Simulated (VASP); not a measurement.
# MoS2 in VASP: a series of runs, part 2 of 3

VASP 6.6.1. Earlier steps stand in the parts before.

## Step 3: Single point, r2SCAN

This run uses another cell than the first one, of 50.73 Å³/atom, 0.943 times its volume.

The input, POSCAR:

```
MoS2
1.0
    3.1841260822      0.0000000000      0.0000000000
   -1.5920630411      2.7575340760      0.0000000000
    0.0000000000      0.0000000000     17.3345999500
Mo S
1 2
Direct
    0.0000000000      0.0000000000      0.0000000000
    0.3333333333      0.6666666667      0.9105070200
    0.3333333333      0.6666666667      0.0894929800
```

The input, INCAR.step1:

```
PREC = Accurate
ENCUT = 520
ISMEAR = -1
SIGMA = 0.05
LREAL = F
LASPH = T
NELM = 100
NBANDS = 20
GGA = PE
ALGO = Normal
EDIFF = 1E-4
LWAVE = T
LCHARG = F
```

The input, INCAR.step2:

```
PREC = Accurate
ENCUT = 520
EDIFF = 1E-7
ISMEAR = -1
SIGMA = 0.05
LREAL = F
LASPH = T
NELM = 100
ALGO = Normal
ISIF = 2
LWAVE = F
LCHARG = T
METAGGA = R2SCAN
LMIXTAU = T
LELF = T
LVHAR = T
NBANDS = 20
ISTART = 1
```

The input, KPOINTS:

```
regular mesh
0
Gamma
  10 10 2
```

Potentials or basis: VASP PAW PBE potentials, release 64 (Mo_sv, S).

Launch:

```
$ cat potpaw_PBE.64/Mo_sv/POTCAR potpaw_PBE.64/S/POTCAR > POTCAR
$ cp INCAR.step1 INCAR
$ mpirun -np 1 vasp_std > vasp.out
$ cp INCAR.step2 INCAR
$ mpirun -np 1 vasp_std > vasp.out
```

OUTCAR:

```text
PREC = Accurate
   ENCUT = 520
   EDIFF = 1E-7
   ISMEAR = -1
   LREAL = F
   LASPH = T
   NELM = 100
   ISIF = 2
   METAGGA = R2SCAN
   ISTART = 1

 ion  position               nearest neighbor table
   1  0.000  0.000  0.000-   2 2.41   3 2.41   2 2.41   3 2.41   2 2.41   3 2.41
   2  0.333  0.667  0.911-   1 2.41   1 2.41   1 2.41
   3  0.333  0.667  0.089-   1 2.41   1 2.41   1 2.41

  LATTYP: Found a hexagonal cell.
 ALAT       =     3.1841260822
 C/A-ratio  =     5.4440683260

  Lattice vectors:

 A1 = (   3.1841260822,   0.0000000000,   0.0000000000)
 A2 = (  -1.5920630411,   2.7575340760,   0.0000000000)
 A3 = (   0.0000000000,   0.0000000000,  17.3345999500)

Analysis of symmetry for initial positions (statically):
=====================================================================
 Subroutine PRICEL returns:
 Original cell was already a primitive cell.

 Routine SETGRP: Setting up the symmetry group for a
 hexagonal supercell.

 Subroutine GETGRP returns: Found 12 space group operations
 (whereof 12 operations were pure point group operations)
 out of a pool of 24 trial point group operations.

The static configuration has the point symmetry D_3h.

Analysis of symmetry for dynamics (positions and initial velocities):
=====================================================================
 Subroutine PRICEL returns:
 Original cell was already a primitive cell.

 Routine SETGRP: Setting up the symmetry group for a
 hexagonal supercell.

 Subroutine GETGRP returns: Found 12 space group operations
 (whereof 12 operations were pure point group operations)
 out of a pool of 24 trial point group operations.

The dynamic configuration has the point symmetry D_3h.

[... 105 lines left out ...]
   NFREE  =      0    steps in history (QN), initial steepest desc. (CG)
   ISIF   =      2    stress and relaxation
   ISYM   =      2    0-nonsym 1-usesym 2-fastsym
   POTIM  = 0.5000    time-step for ionic-motion
   TEBEG  =    0.0;   TEEND  =   0.0 temperature during run
   PSTRESS=    0.0 pullay stress
   NELECT =      26.0000    total number of electrons
   NUPDOWN=      -1.0000    fix difference up-down
   EMIN   =  10.00;   EMAX   =-10.00  energy-range for DOS
   EFERMI =   0.00;   METHOD = LEGACY
   ISMEAR =    -1;   SIGMA  =   0.05  broadening in eV -4-tet -1-fermi 0-gaus
   EFERMI_NEDOS =   21; number of points for ismear=-14 and -15
   IALGO  =     38    algorithm
   IMIX   =      4    mixing-type and parameters
     AMIX     =   0.40;   BMIX     =  1.00
     AMIX_MAG =   1.60;   BMIX_MAG =  1.00
  volume/ion in A,a.u.               =      50.73       342.37
  Fermi-wavevector in a.u.,A,eV,Ry     =   0.908359  1.716550 11.226391  0.825116
  Thomas-Fermi vector in A             =   2.032276
   LORBIT       =      0    0 simple, 1 ext, 2 COOP (PROOUT), +10 PAW based schemes
   METAGGA = R2SCAN    functional components
   LHFCALC =     F    Hartree Fock is set to
   AEXX    =    0.0000 exact exchange contribution
   IVDW    =     0    specifies the selected vdW correction
   LEPSILON=     F    determine dielectric tensor
   LRPA    =     F    only Hartree local field effects (RPA)
 non-spin polarized calculation
  energy-cutoff  :      520.00
  volume of cell :      152.20
 maximum number of plane-waves:      4124
 NGX is ok and might be reduce to    24
   NGX = 11   NGY = 11   NGZ = 65

 number of electron      25.9999999 magnetization

 Free energy of the ion-electron system (eV)
  ---------------------------------------------------
  ext. energy  EPLUGINS =         0.00000000
  ---------------------------------------------------
  free energy    TOTEN  =       -45.00126688 eV

  energy without entropy =      -45.00126688  energy(sigma->0) =      -45.00126688

 E-fermi :  -0.6751     XC(G=0):  -4.4388

 val. band max:       -1.5636307311   @ k =   0.0000   0.0000   0.0000
 cond. band min:       0.2654745980   @ k =   0.3000   0.3000   0.0000
 fundamental gap:      1.8291053291
 Fermi energy:        -0.6751214166

 k-point     1 :       0.0000    0.0000    0.0000
  band No.  band energies     occupation
      1     -64.4316      2.00000
      2     -37.8436      2.00000
      3     -37.6360      2.00000
      4     -37.6360      2.00000
      5     -16.4083      2.00000
      6     -15.0020      2.00000
[... 541 lines left out ...]
     19       7.4089      0.00000
     20       7.5997      0.00000

 [... further k-points ...]
[... 5 lines left out ...]
  --------------------------------------------------------------------------------------
  -------------------------------------------------------------------------------------
  Total        0.0255861      0.0255861      0.0490881      0.0000000      0.0000000     -0.0000000
  in kB        0.2693334      0.2693334      0.5167275      0.0000000      0.0000000     -0.0000000
  external PRESSURE =       0.3517981 kB  Pullay stress =       0.0000000 kB

 VOLUME and BASIS-vectors are now :
 -----------------------------------------------------------------------------
  energy-cutoff  :      520.00
  volume of cell :      152.20
      direct lattice vectors                 reciprocal lattice vectors
     3.184126082  0.000000000  0.000000000     0.314057915  0.181321422  0.000000000
    -1.592063041  2.757534076  0.000000000     0.000000000  0.362642844  0.000000000
     0.000000000  0.000000000 17.334599950     0.000000000  0.000000000  0.057688092

 POSITION                                       TOTAL-FORCE (eV/Angst)
 -----------------------------------------------------------------------------------
      0.00000      0.00000      0.00000        -0.000000      0.000000      0.000000
     -0.00000      1.83836     15.78327        -0.000000     -0.000000     -0.021164
     -0.00000      1.83836      1.55133         0.000000      0.000000      0.021164
 -----------------------------------------------------------------------------------
    total drift:                               -0.000000      0.000000     -0.000000

  FREE ENERGIE OF THE ION-ELECTRON SYSTEM (eV)
  ---------------------------------------------------
  free  energy   TOTEN  =       -45.0012668785 eV

  energy  without entropy=      -45.0012668769  energy(sigma->0) =      -45.00126688
```

OUTCAR.step1:

```text
PREC = Accurate
   ENCUT = 520
   ISMEAR = -1
   LREAL = F
   LASPH = T
[... 777 lines left out ...]
      0.00000      0.00000      0.00000        -0.000000      0.000000      0.000000
     -0.00000      1.83836     15.78327        -0.000000     -0.000000     -0.201527
     -0.00000      1.83836      1.55133         0.000000      0.000000      0.201527
 -----------------------------------------------------------------------------------
    total drift:                                0.000000     -0.000000     -0.000000

  FREE ENERGIE OF THE ION-ELECTRON SYSTEM (eV)
  ---------------------------------------------------
  free  energy   TOTEN  =       -21.8504140882 eV

  energy  without entropy=      -21.8504140844  energy(sigma->0) =      -21.85041409
```

It took 2.7 min on 1 thread of Intel Xeon 6975P-C (Granite Rapids), shared host; peak memory 0.34 GiB.

Results:

```yaml
Free_energy: -45.0013 eV
Largest_force: 0.021 eV/Å
Band_gap_on_the_k_mesh: 1.83 eV, indirect (least direct gap 2.04 eV)
```

Forces in eV/Å, atoms in the order of the input:
```
Mo   0.000  0.000  0.000
S    0.000  0.000 -0.021
S    0.000  0.000  0.021
```

Caveat: the PAW data sets were made with another functional, which shifts forces and pressure a little.

## Step 4: Single point, LDA

This run uses another cell than the first one, of 50.73 Å³/atom, 0.943 times its volume.

The input, INCAR:

```
SYSTEM = MoS2
  ALGO = Normal
  EDIFF = 1E-7
  ENCUT = 520
  ISIF = 2
  ISMEAR = -1
  LASPH = .TRUE.
  LCHARG = .FALSE.
  LREAL = .FALSE.
  LWAVE = .FALSE.
  NBANDS = 20
  NELM = 80
  PREC = Accurate
  SIGMA = 0.05
```

The input, KPOINTS:

```
k-points
0
G
  10 10 2
  0 0 0
```

POSCAR is that of step 3.

Potentials or basis: VASP PAW LDA potentials, release 64 (Mo_sv, S).

Launch:

```
$ cat potpaw_LDA.64/Mo_sv/POTCAR potpaw_LDA.64/S/POTCAR > POTCAR
$ mpirun -np 1 vasp_std > vasp.out
```

It took 81 s on 1 thread of AMD EPYC 9R45 (Zen 5), shared host; peak memory 0.22 GiB.

Results (log left out):

```
Free energy            : -24.3228 eV
Largest force          : 0.378 eV/Å
Band gap on the k mesh : 1.74 eV, indirect (least direct gap 1.93 eV)
```

Forces on the atoms (eV/Å):
```
Mo   0.000  0.000  0.000
S    0.000  0.000  0.378
S    0.000  0.000 -0.378
```

Levels at points of the mesh, in eV from the valence-band top:
```
           k point  band 10  band 11  band 12  band 13  band 14  band 15  band 16  band 17
(0.00, 0.00, 0.00)    -1.76    -1.57    -1.57     0.00     2.74     2.74     3.03     3.03
(0.50, 0.00, 0.00)    -3.23    -1.84    -1.01    -0.65     2.19     2.72     3.83     4.33
(0.00, 0.00, 0.50)    -1.76    -1.57    -1.57     0.00     2.74     2.74     3.03     3.03
(0.50, 0.00, 0.50)    -3.23    -1.84    -1.01    -0.65     2.19     2.72     3.83     4.33
```

(Continued in part 3 of 3.)
